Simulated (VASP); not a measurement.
# SrCl2 (Fm-3m) in VASP: further runs

SrCl2 is run at these levels: PBE; tasks: single point.

All numbers are computed with VASP 6.6.1; they aren't measurements. Logs are shortened: lines on timing, memory, paths and dates and some standing lists are left out, and cuts for length are marked.

### Step 1. The cell of the first run

The structure is cubic, space group Fm-3m (No. 225). The conventional cell has a = 6.897 Å, b = 6.897 Å, c = 6.897 Å, α = 90.00°, β = 90.00°, γ = 90.00°. Within 3.9 Å of Sr (site symmetry m-3m) lie 8 Cl at 2.99 Å. Within 3.9 Å of Cl (site symmetry -43m) lie 4 Sr at 2.99 Å and 6 Cl at 3.45 Å.

### Step 2. Single point, PBE (27.34 Å³/atom)

INCAR

```
  PREC = Accurate
  ENCUT = 520
  EDIFF = 1E-6
  ISMEAR = 0
  SIGMA = 0.01
  LREAL = False
  LASPH = True
  NELM = 60
  ALGO = Normal
  ISIF = 2
  LWAVE = False
  LCHARG = False
  GGA = PE
  NBANDS = 19
```

KPOINTS

```
Automatic mesh
0
Gamma
  6 6 6
```

POSCAR

```
SrCl2
1.0
    0.0000000000      3.4486546177      3.4486546177
    3.4486546177      0.0000000000      3.4486546177
    3.4486546177      3.4486546177      0.0000000000
Sr Cl
1 2
Direct
    0.0000000000      0.0000000000      0.0000000000
    0.2500000000      0.2500000000      0.2500000000
    0.7500000000      0.7500000000      0.7500000000
```

Potentials or basis: VASP PAW PBE potentials, release 64 (Sr_sv, Cl).

The run is started by

```console
cat potpaw_PBE.64/Sr_sv/POTCAR potpaw_PBE.64/Cl/POTCAR > POTCAR
mpirun -np 1 vasp_std > vasp.out
```

OUTCAR:

```text
PREC = Accurate
   ENCUT = 520
   EDIFF = 1E-6
   ISMEAR = 0
   LREAL = False
   LASPH = True
   NELM = 60
   ISIF = 2
   GGA = PE

 ion  position               nearest neighbor table
   1  0.000  0.000  0.000-   3 2.99   3 2.99   3 2.99   2 2.99   3 2.99   2 2.99   2 2.99   2 2.99

   2  0.250  0.250  0.250-   1 2.99   1 2.99   1 2.99   1 2.99
   3  0.750  0.750  0.750-   1 2.99   1 2.99   1 2.99   1 2.99

  LATTYP: Found a face centered cubic cell.
 ALAT       =     6.8973092354

  Lattice vectors:

 A1 = (   0.0000000000,   3.4486546177,   3.4486546177)
 A2 = (   3.4486546177,   0.0000000000,   3.4486546177)
 A3 = (   3.4486546177,   3.4486546177,   0.0000000000)

Analysis of symmetry for initial positions (statically):
=====================================================================
 Subroutine PRICEL returns:
 Original cell was already a primitive cell.

 Routine SETGRP: Setting up the symmetry group for a
 face centered cubic supercell.

 Subroutine GETGRP returns: Found 48 space group operations
 (whereof 48 operations were pure point group operations)
 out of a pool of 48 trial point group operations.

The static configuration has the point symmetry O_h .

Analysis of symmetry for dynamics (positions and initial velocities):
=====================================================================
 Subroutine PRICEL returns:
 Original cell was already a primitive cell.

 Routine SETGRP: Setting up the symmetry group for a
 face centered cubic supercell.

 Subroutine GETGRP returns: Found 48 space group operations
 (whereof 48 operations were pure point group operations)
 out of a pool of 48 trial point group operations.

The dynamic configuration has the point symmetry O_h .

 Subroutine INISYM returns: Found 48 space group operations
 (whereof 48 operations are pure point group operations),
 and found     1 'primitive' translations

----------------------------------------------------------------------------------------

                                     Primitive cell

  volume of cell :      82.0312

  direct lattice vectors                    reciprocal lattice vectors
     0.000000000  3.448654618  3.448654618    -0.144984075  0.144984075  0.144984075
     3.448654618  0.000000000  3.448654618     0.144984075 -0.144984075  0.144984075
     3.448654618  3.448654618  0.000000000     0.144984075  0.144984075 -0.144984075

[... 73 lines left out ...]
   LASPH  =      T    aspherical Exc in radial PAW
   ENCUT  =  520.0 eV  38.22 Ry    6.18 a.u.   9.07  9.07  9.07*2*pi/ulx,y,z
   NELM   =     60;   NELMIN=  2; NELMDL= -5     # of ELM steps
   EDIFF  = 0.1E-05   stopping-criterion for ELM
   LREAL  =      F    real-space projection
   EDIFFG = 0.1E-04   stopping-criterion for IOM
   NSW    =      0    number of steps for IOM
   IBRION =     -1    ionic relax: 0-MD 1-quasi-New 2-CG
   NFREE  =      0    steps in history (QN), initial steepest desc. (CG)
   ISIF   =      2    stress and relaxation
   ISYM   =      2    0-nonsym 1-usesym 2-fastsym
   POTIM  = 0.5000    time-step for ionic-motion
   TEBEG  =    0.0;   TEEND  =   0.0 temperature during run
   PSTRESS=    0.0 pullay stress
   NELECT =      24.0000    total number of electrons
   NUPDOWN=      -1.0000    fix difference up-down
   EMIN   =  10.00;   EMAX   =-10.00  energy-range for DOS
   EFERMI =   0.00;   METHOD = LEGACY
   ISMEAR =     0;   SIGMA  =   0.01  broadening in eV -4-tet -1-fermi 0-gaus
   EFERMI_NEDOS =   21; number of points for ismear=-14 and -15
   IALGO  =     38    algorithm
   IMIX   =      4    mixing-type and parameters
     AMIX     =   0.40;   BMIX     =  1.00
     AMIX_MAG =   1.60;   BMIX_MAG =  1.00
  volume/ion in A,a.u.               =      27.34       184.52
  Fermi-wavevector in a.u.,A,eV,Ry     =   1.086806  2.053766 16.070498  1.181148
  Thomas-Fermi vector in A             =   2.222952
   LORBIT       =      0    0 simple, 1 ext, 2 COOP (PROOUT), +10 PAW based schemes
   GGA     = PE    functional components
   LHFCALC =     F    Hartree Fock is set to
   AEXX    =    0.0000 exact exchange contribution
   IVDW    =     0    specifies the selected vdW correction
   LEPSILON=     F    determine dielectric tensor
   LRPA    =     F    only Hartree local field effects (RPA)
 non-spin polarized calculation
 Gauss-broadening in eV      SIGMA  =   0.01
  energy-cutoff  :      520.00
  volume of cell :       82.03
 maximum number of plane-waves:      2229
   NGX = 19   NGY = 19   NGZ = 19

 number of electron      24.0000001 magnetization

 Free energy of the ion-electron system (eV)
  ---------------------------------------------------
  ext. energy  EPLUGINS =         0.00000000
  ---------------------------------------------------
  free energy    TOTEN  =       -12.74978879 eV

  energy without entropy =      -12.74978879  energy(sigma->0) =      -12.74978879

 E-fermi :   0.4463     XC(G=0):  -8.4319

 val. band max:        0.3830601580   @ k =   0.5000   0.5000   0.0000
 cond. band min:       5.8552006436   @ k =   0.0000   0.0000   0.0000
 fundamental gap:      5.4721404856
 Fermi energy:         0.4462512882

 k-point     1 :       0.0000    0.0000    0.0000
  band No.  band energies     occupation
      1     -32.3932      2.00000
      2     -14.4006      2.00000
      3     -14.4006      2.00000
      4     -14.4006      2.00000
      5     -13.0318      2.00000
      6     -12.1095      2.00000
[... 329 lines left out ...]
      6     -12.2138      2.00000
[... 11 lines left out ...]
     18      10.1803      0.00000
     19      10.5756      0.00000

------------------------ aborting loop because EDIFF is reached ----------------------------------------

  FORCE on cell =-STRESS in cart. coord.  units (eV):
  Direction    XX          YY          ZZ          XY          YZ          ZX
  --------------------------------------------------------------------------------------
  -------------------------------------------------------------------------------------
  Total        1.2781611      1.2781611      1.2781611     -0.0000000     -0.0000000      0.0000000
  in kB       24.9641671     24.9641671     24.9641671     -0.0000000     -0.0000000      0.0000000
  external PRESSURE =      24.9641671 kB  Pullay stress =       0.0000000 kB

 VOLUME and BASIS-vectors are now :
 -----------------------------------------------------------------------------
  energy-cutoff  :      520.00
  volume of cell :       82.03
      direct lattice vectors                 reciprocal lattice vectors
     0.000000000  3.448654618  3.448654618    -0.144984075  0.144984075  0.144984075
     3.448654618  0.000000000  3.448654618     0.144984075 -0.144984075  0.144984075
     3.448654618  3.448654618  0.000000000     0.144984075  0.144984075 -0.144984075

 POSITION                                       TOTAL-FORCE (eV/Angst)
 -----------------------------------------------------------------------------------
      0.00000      0.00000      0.00000        -0.000000     -0.000000     -0.000000
      1.72433      1.72433      1.72433        -0.000000     -0.000000     -0.000000
      5.17298      5.17298      5.17298         0.000000      0.000000      0.000000
 -----------------------------------------------------------------------------------
    total drift:                                0.000000      0.000000      0.000000

  FREE ENERGIE OF THE ION-ELECTRON SYSTEM (eV)
  ---------------------------------------------------
  free  energy   TOTEN  =       -12.7497887873 eV

  energy  without entropy=      -12.7497887873  energy(sigma->0) =      -12.74978879
```

OSZICAR:

```text
N       E                     dE             d eps       ncg     rms          rms(c)
DAV:   1     0.144719189952E+03    0.14472E+03   -0.11689E+04   608   0.114E+03
DAV:   2    -0.314057147547E+01   -0.14786E+03   -0.14325E+03   797   0.227E+02
DAV:   3    -0.126956476889E+02   -0.95551E+01   -0.95199E+01   831   0.570E+01
DAV:   4    -0.130121091624E+02   -0.31646E+00   -0.31608E+00   949   0.877E+00
DAV:   5    -0.130157150839E+02   -0.36059E-02   -0.36058E-02   830   0.985E-01    0.140E+01
DAV:   6    -0.127329368821E+02    0.28278E+00   -0.56106E-01   685   0.424E+00    0.894E+00
DAV:   7    -0.127434035642E+02   -0.10467E-01   -0.37313E-01   813   0.367E+00    0.204E+00
DAV:   8    -0.127473330761E+02   -0.39295E-02   -0.56122E-02   688   0.130E+00    0.428E-01
DAV:   9    -0.127483179642E+02   -0.98489E-03   -0.19243E-03   778   0.270E-01    0.157E-01
DAV:  10    -0.127496562885E+02   -0.13383E-02   -0.93441E-04   649   0.179E-01    0.414E-02
DAV:  11    -0.127497658599E+02   -0.10957E-03   -0.75931E-05   783   0.489E-02    0.421E-02
DAV:  12    -0.127497884596E+02   -0.22600E-04   -0.28193E-05   641   0.267E-02    0.860E-03
DAV:  13    -0.127497887873E+02   -0.32773E-06   -0.70237E-07   722   0.526E-03
   1 F= -.12749789E+02 E0= -.12749789E+02  d E =-.356613E-21
```

Wall time 41 s (1 thread of Intel Xeon 8259CL, shared host); peak memory 0.21 GiB.

What came out:

```yaml
Free_energy: -12.7498 eV
Pressure: 2.5 GPa
Band_gap_on_the_k_mesh: 5.47 eV (least direct gap 5.49 eV)
```

Levels at points of the mesh, in eV from the valence-band top:
```csv
k point,band 10,band 11,band 12,band 13,band 14,band 15
"(0.00, 0.00, 0.00)",-0.35,-0.35,-0.35,5.47,6.08,6.08
"(0.50, 0.00, 0.00)",-1.38,-1.09,-1.09,6.74,6.74,7.63
"(0.50, 0.50, 0.00)",-0.43,-0.43,0.00,5.49,7.13,7.69
```

Caveat: the structure was generated, so it needn't be the stable form of SrCl2. A k mesh can miss the band edges.

### Step 3. Single point, PBE

This run uses another cell than the first one, of 28.53 Å³/atom.

INCAR

```
  PREC = Accurate
  ENCUT = 520
  EDIFF = 1E-6
  ISMEAR = 0
  SIGMA = 0.01
  LREAL = F
  LASPH = T
  NELM = 60
  ALGO = Normal
  ISIF = 2
  LWAVE = F
  LCHARG = F
  GGA = PE
  NBANDS = 19
```

KPOINTS is that of step 2.

POSCAR

```
SrCl2
1.0
    0.0000000000      3.4977180860      3.4977180860
    3.4977180860      0.0000000000      3.4977180860
    3.4977180860      3.4977180860      0.0000000000
Sr Cl
1 2
Direct
    0.0000000000      0.0000000000      0.0000000000
    0.2500000000      0.2500000000      0.2500000000
    0.7500000000      0.7500000000      0.7500000000
```

Potentials or basis: VASP PAW PBE potentials, release 64 (Sr_sv, Cl).

The run is started by

```console
cat potpaw_PBE.64/Sr_sv/POTCAR potpaw_PBE.64/Cl/POTCAR > POTCAR
mpirun -np 1 vasp_std > vasp.out
```

Run time: 50 s. Hardware: 1 thread of Intel Xeon 8259CL, shared host; peak memory 0.24 GiB.

The run converged. Its results:

* Free energy: -12.7865 eV
* Pressure: 0.8 GPa
* Band gap on the k mesh: 5.31 eV (least direct gap 5.51 eV)

Levels at points of the mesh, in eV from the valence-band top:
| k point | band 10 | band 11 | band 12 | band 13 | band 14 | band 15 |
| --- | --- | --- | --- | --- | --- | --- |
| (0.00, 0.00, 0.00) | -0.33 | -0.33 | -0.33 | 5.31 | 6.10 | 6.10 |
| (0.50, 0.00, 0.00) | -1.30 | -1.04 | -1.04 | 6.70 | 6.70 | 7.48 |
| (0.50, 0.50, 0.00) | -0.40 | -0.40 | 0.00 | 5.51 | 7.02 | 7.58 |

Caveat: the structure was generated, so it needn't be the stable form of SrCl2.

(Part 1 of 2 ends here.)
